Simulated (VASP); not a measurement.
# Se (R-3m) in VASP: notebook

The runs below take Se through single point, with RPBE, BLYP, revPBE.

All numbers are computed with VASP 6.6.1; they aren't measurements. Logs are shortened: lines on timing, memory, paths and dates and some standing lists are left out, and cuts for length are marked.

**1. The cell of the first run**

Symmetry: R-3m, No. 166, trigonal system. Conventional cell: a = 3.850 Å, b = 3.850 Å, c = 2.645 Å, α = 90.00°, β = 90.00°, γ = 120.00°. Within 3.2 Å of Se (site symmetry -3m) lie 14 Se at 2.39 to 2.84 Å.

**2. Single point, RPBE**

Input file INCAR:

```
ALGO     = Normal         # electronic algorithm
EDIFF    = 1E-6           # SCF threshold, eV
ENCUT    = 520            # plane-wave cutoff, eV
GGA      = RP             # functional
ISIF     = 2              # what is computed and relaxed
ISMEAR   = 1              # smearing method
LASPH    = True           # aspherical terms in the spheres
LCHARG   = False          # write CHGCAR
LREAL    = False          # projectors in reciprocal space
LWAVE    = False          # write WAVECAR
NBANDS   = 9              # bands
NELM     = 60             # most SCF steps
PREC     = Accurate       # precision mode
SIGMA    = 0.1            # smearing width, eV
```

Input file KPOINTS:

```
k-points
0
Gamma
  11 11 11
```

Input file POSCAR:

```
Se
1.0
    1.9250000000      1.1113990000      0.8816670000
   -1.9250000000      1.1113990000      0.8816670000
    0.0000000000     -2.2227990000      0.8816670000
Se
1
Direct
    0.0000000000      0.0000000000      0.0000000000
```

Potentials or basis: VASP PAW PBE potentials, release 64 (Se).

The run is started by

```bash
$ cat potpaw_PBE.64/Se/POTCAR > POTCAR
$ mpirun -np 1 vasp_std > vasp.out
```

OUTCAR:

```text
EDIFF = 1E-6
   ENCUT = 520
   GGA = RP
   ISIF = 2
   ISMEAR = 1
   LASPH = True
   LREAL = False
   NELM = 60
   PREC = Accurate

 ion  position               nearest neighbor table
   1  0.000  0.000  0.000-

  LATTYP: Found a trigonal (rhomboedric) cell.
 ALAT       =     2.3912699750
 COS(alpha) =    -0.2960876750

  Lattice vectors:

 A1 = (   1.9250000000,   1.1113990000,   0.8816670000)
 A2 = (  -1.9250000000,   1.1113990000,   0.8816670000)
 A3 = (   0.0000000000,  -2.2227990000,   0.8816670000)

Analysis of symmetry for initial positions (statically):
=====================================================================
 Subroutine PRICEL returns:
 Original cell was already a primitive cell.

 Routine SETGRP: Setting up the symmetry group for a
 trigonal (rhombohedral) supercell.

 Subroutine GETGRP returns: Found 12 space group operations
 (whereof 12 operations were pure point group operations)
 out of a pool of 12 trial point group operations.

The static configuration has the point symmetry D_3d.

Analysis of symmetry for dynamics (positions and initial velocities):
=====================================================================
 Subroutine PRICEL returns:
 Original cell was already a primitive cell.

 Routine SETGRP: Setting up the symmetry group for a
 trigonal (rhombohedral) supercell.

 Subroutine GETGRP returns: Found 12 space group operations
 (whereof 12 operations were pure point group operations)
 out of a pool of 12 trial point group operations.

The dynamic configuration has the point symmetry D_3d.

 Subroutine INISYM returns: Found 12 space group operations
 (whereof 12 operations are pure point group operations),
 and found     1 'primitive' translations

----------------------------------------------------------------------------------------

                                     Primitive cell

  volume of cell :      11.3177

  direct lattice vectors                    reciprocal lattice vectors
     1.925000000  1.111399000  0.881667000     0.259740260  0.149961100  0.378071747
    -1.925000000  1.111399000  0.881667000    -0.259740260  0.149961100  0.378071747
     0.000000000 -2.222799000  0.881667000     0.000000000 -0.299922200  0.378071577

  length of vectors
     2.391269419  2.391269419  2.391269975     0.482588417  0.482588417  0.482588276

  position of ions in fractional coordinates (direct lattice)
     0.000000000  0.000000000  0.000000000

[... 79 lines left out ...]
   IBRION =     -1    ionic relax: 0-MD 1-quasi-New 2-CG
   NFREE  =      0    steps in history (QN), initial steepest desc. (CG)
   ISIF   =      2    stress and relaxation
   ISYM   =      2    0-nonsym 1-usesym 2-fastsym
   POTIM  = 0.5000    time-step for ionic-motion
   TEBEG  =    0.0;   TEEND  =   0.0 temperature during run
   PSTRESS=    0.0 pullay stress
   NELECT =       6.0000    total number of electrons
   NUPDOWN=      -1.0000    fix difference up-down
   EMIN   =  10.00;   EMAX   =-10.00  energy-range for DOS
   EFERMI =   0.00;   METHOD = LEGACY
   ISMEAR =     1;   SIGMA  =   0.10  broadening in eV -4-tet -1-fermi 0-gaus
   EFERMI_NEDOS =   21; number of points for ismear=-14 and -15
   IALGO  =     38    algorithm
   IMIX   =      4    mixing-type and parameters
     AMIX     =   0.40;   BMIX     =  1.00
     AMIX_MAG =   1.60;   BMIX_MAG =  1.00
  volume/ion in A,a.u.               =      11.32        76.38
  Fermi-wavevector in a.u.,A,eV,Ry     =   1.324971  2.503832 23.885680  1.755548
  Thomas-Fermi vector in A             =   2.454466
   LORBIT       =      0    0 simple, 1 ext, 2 COOP (PROOUT), +10 PAW based schemes
   GGA     = RP    functional components
   LHFCALC =     F    Hartree Fock is set to
   AEXX    =    0.0000 exact exchange contribution
   IVDW    =     0    specifies the selected vdW correction
   LEPSILON=     F    determine dielectric tensor
   LRPA    =     F    only Hartree local field effects (RPA)
 non-spin polarized calculation
 Methfessel and Paxton  Order N= 1 SIGMA  =   0.10
  energy-cutoff  :      520.00
  volume of cell :       11.32
 maximum number of plane-waves:       315
 NGX is ok and might be reduce to    18
   NGX =  9   NGY =  9   NGZ =  9

 number of electron       6.0000000 magnetization

 Free energy of the ion-electron system (eV)
  ---------------------------------------------------
  ext. energy  EPLUGINS =         0.00000000
  ---------------------------------------------------
  free energy    TOTEN  =         0.26425600 eV

  energy without entropy =        0.26414878  energy(sigma->0) =        0.26422026

 E-fermi :  14.9042     XC(G=0): -13.4325

 val. band max:       14.9023158423   @ k =   0.2727   0.0909   0.0909
 cond. band min:      14.9930324244   @ k =   0.4545   0.4545   0.2727
 fundamental gap:      0.0907165821
 Fermi energy:        14.9042090493

 k-point     1 :       0.0000    0.0000    0.0000
  band No.  band energies     occupation
      1      -8.6917      2.00000
      2      20.5182      0.00000
      3      22.7988      0.00000
      4      22.7988      0.00000
      5      27.3044      0.00000
      6      27.3044      0.00000
      7      29.7731      0.00000
      8      33.4338      0.00000
      9      33.4346      0.00000
[... 265 lines left out ...]
 k-point    24 :      -0.1818    0.1818    0.0000
  band No.  band energies     occupation
      1      -7.3577      2.00000
      2      16.9128      0.00000
      3      17.5044      0.00000
      4      21.6440      0.00000
      5      24.0379      0.00000
      6      27.6464      0.00000
      7      30.0664      0.00000
      8      30.2948      0.00000
      9      33.4822      0.00000

 [... further k-points ...]

------------------------ aborting loop because EDIFF is reached ----------------------------------------

  FORCE on cell =-STRESS in cart. coord.  units (eV):
  Direction    XX          YY          ZZ          XY          YZ          ZX
  --------------------------------------------------------------------------------------
  -------------------------------------------------------------------------------------
  Total       11.9272317     11.9272331     11.0178540      0.0000000     -0.0000042      0.0000000
  in kB     1688.4707283   1688.4709262   1559.7352760      0.0000000     -0.0005897      0.0000000
  external PRESSURE =    1645.5589768 kB  Pullay stress =       0.0000000 kB

 VOLUME and BASIS-vectors are now :
 -----------------------------------------------------------------------------
  energy-cutoff  :      520.00
  volume of cell :       11.32
      direct lattice vectors                 reciprocal lattice vectors
     1.925000000  1.111399000  0.881667000     0.259740260  0.149961100  0.378071747
    -1.925000000  1.111399000  0.881667000    -0.259740260  0.149961100  0.378071747
     0.000000000 -2.222799000  0.881667000     0.000000000 -0.299922200  0.378071577

 POSITION                                       TOTAL-FORCE (eV/Angst)
 -----------------------------------------------------------------------------------
      0.00000      0.00000      0.00000         0.000000     -0.000000     -0.000000
 -----------------------------------------------------------------------------------
    total drift:                               -0.000000      0.000000      0.000000

  FREE ENERGIE OF THE ION-ELECTRON SYSTEM (eV)
  ---------------------------------------------------
  free  energy   TOTEN  =         0.2642559997 eV

  energy  without entropy=        0.2641487770  energy(sigma->0) =        0.26422026
```

OSZICAR:

```text
N       E                     dE             d eps       ncg     rms          rms(c)
DAV:   1     0.113638155951E+02    0.11364E+02   -0.35156E+03  2708   0.618E+02
DAV:   2     0.388744482120E+00   -0.10975E+02   -0.10627E+02  3800   0.818E+01
DAV:   3     0.249154561843E+00   -0.13959E+00   -0.13658E+00  3107   0.793E+00
DAV:   4     0.249047059182E+00   -0.10750E-03   -0.10750E-03  3548   0.224E-01
DAV:   5     0.249047040087E+00   -0.19095E-07   -0.18748E-07  3073   0.271E-03    0.108E+01
DAV:   6     0.258948042496E+00    0.99010E-02   -0.15299E-03  3202   0.299E-01    0.652E+00
DAV:   7     0.264233202665E+00    0.52852E-02   -0.27607E-03  3246   0.440E-01    0.742E-02
DAV:   8     0.264255942157E+00    0.22739E-04   -0.37847E-05  2907   0.385E-02    0.208E-02
DAV:   9     0.264255999672E+00    0.57515E-07   -0.51267E-06  3563   0.148E-02
   1 F= 0.26425600E+00 E0= 0.26422026E+00  d E =0.107223E-03
```

stdout:

```text
POSCAR found type information on POSCAR Se
 POSCAR found :  1 types and       1 ions
 scaLAPACK will be used
 -----------------------------------------------------------------------------
|                                                                             |
|                                                                             |
|     You enforced a specific xc type in the INCAR file but a different       |
|     I HOPE YOU KNOW WHAT YOU ARE DOING!                                     |
|                                                                             |
 -----------------------------------------------------------------------------

 LDA part: xc-table for (Slater+PW92), standard interpolation
 POSCAR, INCAR and KPOINTS ok, starting setup
 FFT: planning ... GRIDC
 FFT: planning ... GRID_SOFT
 FFT: planning ... GRID
 WAVECAR not read
 entering main loop
```

It took 6.5 s on 1 thread of Intel Xeon Platinum 8559C (Emerald Rapids), shared host; peak memory 0.12 GiB.

What came out:

```yaml
Free_energy: 0.2643 eV
Pressure: 164.6 GPa
Band_gap_on_the_k_mesh: zero (band 3 reaches 22.80 eV, above the bottom of band 4 at 7.90 eV)
```

Stress tensor (GPa, compression positive):
```
168.85   0.00   0.00
  0.00 168.85   0.00
  0.00   0.00 155.97
```

Levels at points of the mesh, in eV from the Fermi level:
```csv
k point,band 1,band 2,band 3,band 4,band 5,band 6,band 7
"(0.00, 0.00, 0.00)",-23.60,5.61,7.89,7.89,12.40,12.40,14.87
```

Caveat: the PAW data sets were made with another functional, which shifts forces and pressure a little.

**3. Single point, BLYP**

Input file INCAR:

```
SYSTEM = Se
AGGAC    = 1.0          
AGGAX    = 1.0          
ALDAC    = 0.0          
ALDAX    = 1.0          
ALGO     = Normal         ! electronic algorithm
EDIFF    = 1E-7           ! SCF threshold, eV
ENCUT    = 520            ! plane-wave cutoff, eV
GGA      = B5             ! functional
ISIF     = 2              ! what is computed and relaxed
ISMEAR   = 1              ! smearing method
LASPH    = .TRUE.         ! aspherical terms in the spheres
LCHARG   = .FALSE.        ! write CHGCAR
LREAL    = .FALSE.        ! projectors in reciprocal space
LWAVE    = .FALSE.        ! write WAVECAR
NBANDS   = 9              ! bands
NELM     = 100            ! most SCF steps
PREC     = Accurate       ! precision mode
SIGMA    = 0.1            ! smearing width, eV
```

Input file KPOINTS:

```
k-points
0
G
  11 11 11
  0 0 0
```

POSCAR is that of step 2.

Potentials or basis: VASP PAW PBE potentials, release 64 (Se).

The run is started by

```bash
$ cat potpaw_PBE.64/Se/POTCAR > POTCAR
$ mpirun -np 1 vasp_std > vasp.out
```

Wall time 9.4 s (1 thread of Intel Xeon Platinum 8559C (Emerald Rapids), shared host); peak memory 0.12 GiB.

Results (log left out):

```yaml
Free_energy: 1.1709 eV
Pressure: 183.2 GPa
Band_gap_on_the_k_mesh: zero (band 3 reaches 23.02 eV, above the bottom of band 4 at 8.50 eV)
```

Stress tensor (GPa, compression positive):
```
186.52   0.00   0.00
  0.00 186.52   0.00
  0.00   0.00 176.65
```

Levels at points of the mesh, in eV from the Fermi level:
```tsv
k point	band 1	band 2	band 3	band 4	band 5	band 6	band 7	band 8
(0.00, 0.00, 0.00)	-23.55	5.36	7.67	7.67	12.52	12.52	15.00	18.94
```

Caveat: the PAW data sets were made with another functional, which shifts forces and pressure a little.

**4. Single point, revPBE**

Input file INCAR:

```
PREC = Accurate
ENCUT = 520
EDIFF = 1E-6
ISMEAR = 1
SIGMA = 0.1
LREAL = False
LASPH = True
NELM = 100
ALGO = Normal
ISIF = 2
LWAVE = False
LCHARG = False
GGA = RE
NBANDS = 9
```

Input file KPOINTS:

```
Automatic mesh
0
Gamma
  11 11 11
```

POSCAR is that of step 3.

Potentials or basis: VASP PAW PBE potentials, release 64 (Se).

The run is started by

```bash
$ cat potpaw_PBE.64/Se/POTCAR > POTCAR
$ mpirun -np 1 vasp_std > vasp.out
```

OUTCAR:

```text
PREC = Accurate
   ENCUT = 520
   EDIFF = 1E-6
   ISMEAR = 1
   LREAL = False
   LASPH = True
   NELM = 100
   ISIF = 2
   GGA = RE

 ion  position               nearest neighbor table
   1  0.000  0.000  0.000-

  LATTYP: Found a trigonal (rhomboedric) cell.
 ALAT       =     2.3912699750
 COS(alpha) =    -0.2960876750

  Lattice vectors:

 A1 = (   1.9250000000,   1.1113990000,   0.8816670000)
 A2 = (  -1.9250000000,   1.1113990000,   0.8816670000)
 A3 = (   0.0000000000,  -2.2227990000,   0.8816670000)
[... 467 lines left out ...]
      9      33.4674      0.00000

 [... further k-points ...]

------------------------ aborting loop because EDIFF is reached ----------------------------------------

  FORCE on cell =-STRESS in cart. coord.  units (eV):
  Direction    XX          YY          ZZ          XY          YZ          ZX
  --------------------------------------------------------------------------------------
  -------------------------------------------------------------------------------------
  Total       11.8668928     11.8668942     10.9657438      0.0000000     -0.0000041      0.0000000
  in kB     1679.9288943   1679.9290913   1552.3583290      0.0000000     -0.0005869      0.0000000
  external PRESSURE =    1637.4054382 kB  Pullay stress =       0.0000000 kB

 VOLUME and BASIS-vectors are now :
 -----------------------------------------------------------------------------
  energy-cutoff  :      520.00
  volume of cell :       11.32
      direct lattice vectors                 reciprocal lattice vectors
     1.925000000  1.111399000  0.881667000     0.259740260  0.149961100  0.378071747
    -1.925000000  1.111399000  0.881667000    -0.259740260  0.149961100  0.378071747
     0.000000000 -2.222799000  0.881667000     0.000000000 -0.299922200  0.378071577

 POSITION                                       TOTAL-FORCE (eV/Angst)
 -----------------------------------------------------------------------------------
      0.00000      0.00000      0.00000         0.000000     -0.000000      0.000000
 -----------------------------------------------------------------------------------
    total drift:                               -0.000000      0.000000      0.000000

  FREE ENERGIE OF THE ION-ELECTRON SYSTEM (eV)
  ---------------------------------------------------
  free  energy   TOTEN  =         0.1746893559 eV

  energy  without entropy=        0.1745873793  energy(sigma->0) =        0.17465536
```

stdout:

```text
POSCAR found type information on POSCAR Se
 POSCAR found :  1 types and       1 ions
 scaLAPACK will be used
 -----------------------------------------------------------------------------
|                                                                             |
|                                                                             |
|     You enforced a specific xc type in the INCAR file but a different       |
|     I HOPE YOU KNOW WHAT YOU ARE DOING!                                     |
|                                                                             |
 -----------------------------------------------------------------------------

 LDA part: xc-table for (Slater+PW92), standard interpolation
 POSCAR, INCAR and KPOINTS ok, starting setup
 FFT: planning ... GRIDC
 FFT: planning ... GRID_SOFT
 FFT: planning ... GRID
 WAVECAR not read
 entering main loop
```

Run time: 6.2 s. Hardware: 1 thread of Intel Xeon Platinum 8559C (Emerald Rapids), shared host; peak memory 0.13 GiB.

Results:

* Free energy: 0.1747 eV
* Pressure: 163.7 GPa
* Band gap on the k mesh: zero (band 3 reaches 22.76 eV, above the bottom of band 4 at 7.88 eV)

Caveat: the PAW data sets were made with another functional, which shifts forces and pressure a little.

**5. The runs side by side**

```csv
level,gap on the mesh (eV),pressure (GPa)
RPBE,none,164.6
BLYP,none,183.2
revPBE,none,163.7
```

Alike in all rows: task single point; potentials or basis VASP PAW PBE potentials, release 64 (Se); no spin polarisation; cell as given; k mesh 11 × 11 × 11; cutoff (eV) 520; smearing methfessel-paxton 0.1 eV.

Every run on the cell as given and a fine mesh finds a metal. The pressure there spans 163.7 GPa (revPBE) to 183.2 GPa (BLYP); a positive pressure means that this level wants a larger cell, a negative one a smaller.

Caveats: the PAW data sets were made with another functional, which shifts forces and pressure a little.

Total energies depend on the potentials used, so only differences within one code and one set of settings carry meaning.
